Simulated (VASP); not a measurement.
## AgOsC4N4: single point with PBE

AgOsC4N4:

```
Ag Os C N
1.0
     5.97788    0.00000    0.00000
     0.00000    5.97788    0.00000
     0.00000    0.00000    5.97788
Ag Os C N
1 1 4 4
Direct
  0.00000 0.00000 0.00000
  0.50000 0.50000 0.50000
  0.19529 0.19529 0.19529
  0.19529 0.80471 0.80471
  0.80471 0.19529 0.80471
  0.80471 0.80471 0.19529
  0.30829 0.30829 0.30829
  0.30829 0.69171 0.69171
  0.69171 0.30829 0.69171
  0.69171 0.69171 0.30829
```

```json
{"Program": "VASP 6.6.1", "Task": "single point", "Functional": "PBE", "Potentials or basis": "VASP PAW PBE potentials, release 64 (Ag, Os, C, N)", "Cutoff": "520 eV", "k mesh": "4 × 4 × 4", "Occupations": "gaussian, width 0.1 eV", "Spin": "collinear spin", "Starting moments": "[0.0, 1.0, 0.0, 0.0, 0.0, 0.0, 0.0, 0.0, 0.0, 0.0] μB"}
```

```
Pressure                                              : 2.6 GPa
Largest force                                         : 2.797 eV/Å
Band gap on the k mesh                                : zero (filled and empty bands overlap)
Net moment                                            : 1.00 μB per cell
Site moments                                          : Ag -0.01; Os +0.69; C +0.03; N +0.00 μB
Valence electrons inside the program's atomic spheres : Ag 10.23; Os 7.14; C 2.55; N 3.92
```

Forces on the atoms (eV/Å):
```
Ag   0.000  0.000  0.000
Os   0.000  0.000  0.000
C   -0.321 -0.321 -0.321
C   -0.321  0.321  0.321
C    0.321 -0.321  0.321
C    0.321  0.321 -0.321
N    1.615  1.615  1.615
N    1.615 -1.615 -1.615
N   -1.615  1.615 -1.615
N   -1.615 -1.615  1.615
```

Levels at points of the mesh, in eV from the Fermi level:
Spin up:
| k point | band 26 | band 27 | band 28 | band 29 | band 30 | band 31 |
| --- | --- | --- | --- | --- | --- | --- |
| (0.00, 0.00, 0.00) | -1.26 | -1.26 | -0.20 | -0.20 | -0.20 | 4.32 |
| (0.50, 0.00, 0.00) | -1.35 | -0.85 | 0.02 | 0.23 | 0.23 | 3.88 |
| (0.50, 0.50, 0.00) | -1.33 | -0.88 | 0.00 | 0.19 | 0.19 | 3.89 |
| (0.50, 0.50, 0.50) | -1.15 | -1.15 | -0.09 | -0.09 | -0.09 | 4.38 |
Spin down:
```csv
k point,band 25,band 26,band 27,band 28,band 29,band 30
"(0.00, 0.00, 0.00)",-1.63,-1.04,-1.04,0.29,0.29,0.29
"(0.50, 0.00, 0.00)",-1.76,-1.12,-0.71,0.52,0.68,0.68
"(0.50, 0.50, 0.00)",-1.71,-1.11,-0.73,0.51,0.66,0.66
"(0.50, 0.50, 0.50)",-1.58,-0.95,-0.94,0.43,0.43,0.43
```

Wall time 3.8 min on 1 thread of Intel(R) Xeon(R) Platinum 8259CL CPU @ 2.50GHz (Skylake/Cascade Lake), with other jobs on the host, peak memory 0.48 GiB.

Caveat: spin-orbit coupling is left out, which moves the levels of the heavy elements; forces of over 1 eV/Å act on the atoms, so gaps and moduli don't describe the material at rest.
